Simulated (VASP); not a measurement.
The system is Pb.

```
CELL_PARAMETERS angstrom
3.40896 0.00000 0.00000
-1.70448 2.95225 0.00000
0.00000 0.00000 5.47589
ATOMIC_POSITIONS crystal
Pb 0.66667 0.33333 0.75000
Pb 0.33333 0.66667 0.25000
```

Base run:

| Item | Value |
| --- | --- |
| Program | VASP 6.6.1 |
| Functional | r2SCAN |
| Potentials or basis | VASP PAW PBE potentials, release 64 (Pb_d) |
| Cutoff | 520 eV |
| k mesh | 9 × 9 × 5 |
| Occupations | fermi-dirac, width 0.05 eV |
| Spin | no spin polarisation |

Its results: band gap on the k mesh zero (band 14 reaches 14.69 eV, above the bottom of band 15 at 6.08 eV); pressure 7.0 GPa.

After a change of settings the same cell gave: band gap on the k mesh zero (band 14 reaches 14.17 eV, above the bottom of band 15 at 5.93 eV); pressure 3.0 GPa. Which change was it?
A. functional from r2SCAN to PBEsol; further incar settings from ALGO = Normal; EDIFF = 1e-06; NBANDS = 21 to ALGO = Fast; EDIFF = 1e-06; NBANDS = 21
B. functional from r2SCAN to PBE
C. functional from r2SCAN to LDA; potentials or basis from VASP PAW PBE potentials, release 64 (Pb_d) to VASP PAW LDA potentials, release 64 (Pb_d)

C.

Caveats: spin-orbit coupling is left out, which moves the levels of the heavy elements; the PAW data sets were made with another functional, which shifts forces and pressure a little (some runs).
